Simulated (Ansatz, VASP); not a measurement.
## One calculation of LiH2, two programs

```xyz
6
Lattice="3.1432 0.0000 0.0000 0.0000 3.5517 0.0000 0.0000 0.0000 3.5583" Properties=species:S:1:pos:R:3 pbc="T T T"
Li    1.5716    1.7758    1.7791
Li    0.0000    0.0000    0.0000
H     0.7680    3.5517    1.7791
H     2.3396    1.7758    0.0000
H     2.3752    0.0000    1.7791
H     0.8036    1.7759    0.0000
```

Alike in both runs: task relaxation of cell and atoms; functional PBE; k mesh 12 × 10 × 10; occupations gaussian, width 0.1 eV; no spin polarisation.

```csv
,VASP,Ansatz
version,VASP 6.6.1,Ansatz 0.2.0
potentials or method,"VASP PAW PBE potentials, release 64 (Li_sv, H), cutoff 600 eV","scalar-relativistic, plane waves, PAW"
valence electrons in the cell,10,10
```

|  | VASP | Ansatz | Ansatz less VASP |
| --- | --- | --- | --- |
| gap on the k mesh at the Fermi level, each at its own relaxed structure (eV) | none | none | - |
| relaxed volume (Å³/atom) | 6.61 | 6.63 | +0.013 |
| relaxed cell length with the largest relative difference (Å) | 3.142 | 3.147 | +0.0046 |

A gap of «none» marks a metal or a gap that the smearing closes. Ansatz's warnings: structure snapped to symmetry.

Noted on VASP's run: the cutoff is short for stress, so the pressure is rough.
